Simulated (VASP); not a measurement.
Runs of VASP 6.6.1 on LiCl. The structure is that of space group F-43m (No. 216), or close to it. The cells are those of the table. 

```tsv
level	cell	smearing	gap on the mesh (eV)
PBE	a = 3.810 Å, angles 61.0°, 2 atoms	fermi-dirac 0.02 eV	6.07
r2SCAN	a = 3.965, b = 3.965, c = 3.865 Å, angles 60.8, 60.8, 58.3°, 2 atoms	gaussian 0.01 eV	6.54
PBE	a = 3.965, b = 3.965, c = 3.865 Å, angles 60.8, 60.8, 58.3°, 2 atoms	fermi-dirac 0.02 eV	(a)
r2SCAN	a = 3.810 Å, angles 61.0°, 2 atoms	gaussian 0.01 eV	6.79
```

Alike in all rows: task single point; potentials or basis VASP PAW PBE potentials, release 64 (Li_sv, Cl); no spin polarisation; k mesh 8 × 8 × 8; cutoff (eV) 520.

**Question.** Fill in the values left out.

**Answer.** (a) 5.85.

A k mesh can miss the band edges.
